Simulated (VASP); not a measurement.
# BN (R3m) in VASP: single point with PBE

Aim: the single point of BN with PBE.

Everything below comes from runs of VASP 6.6.1. Logs are shortened: lines on timing, memory, paths and dates and some standing lists are left out, and cuts for length are marked.

## Step 1: The cell of the first run

It takes space group R3m (No. 160, trigonal). Conventional cell: a = 2.502 Å, b = 2.502 Å, c = 10.119 Å, α = 90.00°, β = 90.00°, γ = 120.00°. Within 1.9 Å of N (site symmetry 3m) lie 3 B at 1.44 Å. Within 1.9 Å of B (site symmetry 3m) lie 3 N at 1.44 Å.

## Step 2: Single point, PBE

Contents of INCAR:

```
  PREC = Accurate
  ENCUT = 600
  EDIFF = 1E-6
  ISMEAR = 0
  SIGMA = 0.01
  LREAL = False
  LASPH = True
  NELM = 120
  ALGO = Normal
  ISIF = 2
  LWAVE = False
  LCHARG = False
  GGA = PE
  NBANDS = 11
  GGA_COMPAT = False
```

Contents of KPOINTS:

```
Automatic mesh
0
Gamma
  6 6 6
```

Contents of POSCAR:

```
BN
1.0
    1.2511217832      0.7223354983      3.3729344033
   -1.2511217832      0.7223354983      3.3729344033
    0.0000000000     -1.4446709966      3.3729344033
N B
1 1
Direct
    0.6672382000      0.6672382000      0.6672382000
    0.0003288000      0.0003288000      0.0003288000
```

Potentials or basis: VASP PAW PBE potentials, release 64 (N, B).

Command:

```console
cat potpaw_PBE.64/N/POTCAR potpaw_PBE.64/B/POTCAR > POTCAR
mpirun -np 1 vasp_std > vasp.out
```

OUTCAR:

```text
PREC = Accurate
   ENCUT = 600
   EDIFF = 1E-6
   ISMEAR = 0
   LREAL = False
   LASPH = True
   NELM = 120
   ISIF = 2
   GGA = PE

 ion  position               nearest neighbor table
   1  0.667  0.667  0.667-   2 1.44   2 1.44   2 1.44
   2  0.000  0.000  0.000-   1 1.44   1 1.44   1 1.44

  LATTYP: Found a trigonal (rhomboedric) cell.
 ALAT       =     3.6692997666
 COS(alpha) =     0.7674786797

  Lattice vectors:

 A1 = (   1.2511217832,   0.7223354983,   3.3729344033)
 A2 = (  -1.2511217832,   0.7223354983,   3.3729344033)
 A3 = (   0.0000000000,  -1.4446709966,   3.3729344033)

Analysis of symmetry for initial positions (statically):
=====================================================================
 Subroutine PRICEL returns:
 Original cell was already a primitive cell.

 Routine SETGRP: Setting up the symmetry group for a
 trigonal (rhombohedral) supercell.

 Subroutine GETGRP returns: Found  6 space group operations
 (whereof  6 operations were pure point group operations)
 out of a pool of 12 trial point group operations.

The static configuration has the point symmetry C_3v.

Analysis of symmetry for dynamics (positions and initial velocities):
=====================================================================
 Subroutine PRICEL returns:
 Original cell was already a primitive cell.

 Routine SETGRP: Setting up the symmetry group for a
 trigonal (rhombohedral) supercell.

 Subroutine GETGRP returns: Found  6 space group operations
 (whereof  6 operations were pure point group operations)
 out of a pool of 12 trial point group operations.

The dynamic configuration has the point symmetry C_3v.

 Subroutine INISYM returns: Found  6 space group operations
 (whereof  6 operations are pure point group operations),
 and found     1 'primitive' translations

----------------------------------------------------------------------------------------

                                     Primitive cell

  volume of cell :      18.2893

  direct lattice vectors                    reciprocal lattice vectors
     1.251121783  0.722335498  3.372934403     0.399641351  0.230733042  0.098825916
    -1.251121783  0.722335498  3.372934403    -0.399641351  0.230733042  0.098825916
     0.000000000 -1.444670997  3.372934403     0.000000000 -0.461466083  0.098825916

  length of vectors
     3.669299767  3.669299767  3.669299767     0.471929558  0.471929558  0.471929558

[... 81 lines left out ...]
   LREAL  =      F    real-space projection
   EDIFFG = 0.1E-04   stopping-criterion for IOM
   NSW    =      0    number of steps for IOM
   IBRION =     -1    ionic relax: 0-MD 1-quasi-New 2-CG
   NFREE  =      0    steps in history (QN), initial steepest desc. (CG)
   ISIF   =      2    stress and relaxation
   ISYM   =      2    0-nonsym 1-usesym 2-fastsym
   POTIM  = 0.5000    time-step for ionic-motion
   TEBEG  =    0.0;   TEEND  =   0.0 temperature during run
   PSTRESS=    0.0 pullay stress
   NELECT =       8.0000    total number of electrons
   NUPDOWN=      -1.0000    fix difference up-down
   EMIN   =  10.00;   EMAX   =-10.00  energy-range for DOS
   EFERMI =   0.00;   METHOD = LEGACY
   ISMEAR =     0;   SIGMA  =   0.01  broadening in eV -4-tet -1-fermi 0-gaus
   EFERMI_NEDOS =   21; number of points for ismear=-14 and -15
   IALGO  =     38    algorithm
   IMIX   =      4    mixing-type and parameters
     AMIX     =   0.40;   BMIX     =  1.00
     AMIX_MAG =   1.60;   BMIX_MAG =  1.00
  volume/ion in A,a.u.               =       9.14        61.71
  Fermi-wavevector in a.u.,A,eV,Ry     =   1.242717  2.348395 21.012099  1.544346
  Thomas-Fermi vector in A             =   2.377059
   LORBIT       =      0    0 simple, 1 ext, 2 COOP (PROOUT), +10 PAW based schemes
   GGA     = PE    functional components
   LHFCALC =     F    Hartree Fock is set to
   AEXX    =    0.0000 exact exchange contribution
   IVDW    =     0    specifies the selected vdW correction
   LEPSILON=     F    determine dielectric tensor
   LRPA    =     F    only Hartree local field effects (RPA)
 non-spin polarized calculation
 Gauss-broadening in eV      SIGMA  =   0.01
  energy-cutoff  :      600.00
  volume of cell :       18.29
 maximum number of plane-waves:       620
 NGX is ok and might be reduce to    30
   NGX = 15   NGY = 15   NGZ = 15

 number of electron       8.0000000 magnetization

 Free energy of the ion-electron system (eV)
  ---------------------------------------------------
  ext. energy  EPLUGINS =         0.00000000
  ---------------------------------------------------
  free energy    TOTEN  =       -17.58381911 eV

  energy without entropy =      -17.58381911  energy(sigma->0) =      -17.58381911

 E-fermi :   2.2236     XC(G=0):  -9.9781

 val. band max:        2.1342003699   @ k =  -0.3333   0.3333   0.0000
 cond. band min:       6.4157779020   @ k =   0.5000   0.5000  -0.0000
 fundamental gap:      4.2815775321
 Fermi energy:         2.2236131868

 k-point     1 :       0.0000    0.0000    0.0000
  band No.  band energies     occupation
      1     -15.6428      2.00000
      2      -2.0458      2.00000
      3       0.8473      2.00000
      4       0.8473      2.00000
      5       7.3037      0.00000
      6      13.8149      0.00000
      7      13.8149      0.00000
      8      15.2780      0.00000
      9      16.8773      0.00000
     10      28.0523      0.00000
     11      30.0611      0.00000
[... 309 lines left out ...]
 k-point    24 :      -0.3333    0.5000    0.1667
  band No.  band energies     occupation
      1     -12.4576      2.00000
      2      -5.8746      2.00000
      3      -3.1731      2.00000
      4       0.5915      2.00000
      5       7.5201      0.00000
      6      14.1814      0.00000
      7      16.0442      0.00000
      8      18.3432      0.00000
      9      21.5844      0.00000
     10      23.0770      0.00000
     11      24.9180      0.00000

 [... further k-points ...]
[... 5 lines left out ...]
  --------------------------------------------------------------------------------------
  -------------------------------------------------------------------------------------
  Total        0.4703733      0.4703733      0.2442533      0.0000000      0.0000000      0.0000000
  in kB       41.2055328     41.2055328     21.3970217      0.0000000      0.0000000      0.0000000
  external PRESSURE =      34.6026957 kB  Pullay stress =       0.0000000 kB

 VOLUME and BASIS-vectors are now :
 -----------------------------------------------------------------------------
  energy-cutoff  :      600.00
  volume of cell :       18.29
      direct lattice vectors                 reciprocal lattice vectors
     1.251121783  0.722335498  3.372934403     0.399641351  0.230733042  0.098825916
    -1.251121783  0.722335498  3.372934403    -0.399641351  0.230733042  0.098825916
     0.000000000 -1.444670997  3.372934403     0.000000000 -0.461466083  0.098825916

 POSITION                                       TOTAL-FORCE (eV/Angst)
 -----------------------------------------------------------------------------------
      0.00000      0.00000      6.75165         0.000000     -0.000000     -0.003122
      0.00000      0.00000      0.00333         0.000000      0.000000      0.003122
 -----------------------------------------------------------------------------------
    total drift:                               -0.000000     -0.000000     -0.000064

  FREE ENERGIE OF THE ION-ELECTRON SYSTEM (eV)
  ---------------------------------------------------
  free  energy   TOTEN  =       -17.5838191137 eV

  energy  without entropy=      -17.5838191137  energy(sigma->0) =      -17.58381911
```

OSZICAR:

```text
N       E                     dE             d eps       ncg     rms          rms(c)
DAV:   1     0.175556507895E+02    0.17556E+02   -0.51016E+03   704   0.774E+02
DAV:   2    -0.184672349935E+02   -0.36023E+02   -0.34272E+02   844   0.182E+02
DAV:   3    -0.193786421721E+02   -0.91141E+00   -0.90986E+00   860   0.266E+01
DAV:   4    -0.193814148811E+02   -0.27727E-02   -0.27726E-02   810   0.159E+00
DAV:   5    -0.193814261253E+02   -0.11244E-04   -0.11244E-04   875   0.897E-02    0.797E+00
DAV:   6    -0.177754234713E+02    0.16060E+01   -0.52521E+00   831   0.135E+01    0.362E+00
DAV:   7    -0.176217222740E+02    0.15370E+00   -0.24093E-01   821   0.366E+00    0.221E+00
DAV:   8    -0.175830295969E+02    0.38693E-01   -0.11781E-01   853   0.212E+00    0.256E-01
DAV:   9    -0.175833763868E+02   -0.34679E-03   -0.27559E-03   788   0.446E-01    0.140E-01
DAV:  10    -0.175837933573E+02   -0.41697E-03   -0.54571E-04   794   0.180E-01    0.249E-02
DAV:  11    -0.175838194558E+02   -0.26099E-04   -0.51727E-05   850   0.506E-02    0.209E-02
DAV:  12    -0.175838191137E+02    0.34208E-06   -0.97531E-06   794   0.223E-02
   1 F= -.17583819E+02 E0= -.17583819E+02  d E =-.323789E-38
```

Wall time 18 s (1 thread of Intel Xeon 8259CL, shared host); peak memory 0.16 GiB.

What came out:

| Quantity | Value |
| --- | --- |
| Free energy | -17.5838 eV |
| Pressure | 3.5 GPa |
| Largest force | 0.003 eV/Å |
| Band gap on the k mesh | 4.28 eV, indirect (least direct gap 4.70 eV) |

Forces on the atoms (eV/Å):
```
N    0.000  0.000 -0.003
B    0.000  0.000  0.003
```

Stress tensor (GPa, compression positive):
```
4.12 0.00 0.00
0.00 4.12 0.00
0.00 0.00 2.14
```

Caveat: the k points lie up to 0.49 Å⁻¹ apart. A hybrid or GW would open this gap; PBE tends to underestimate it.
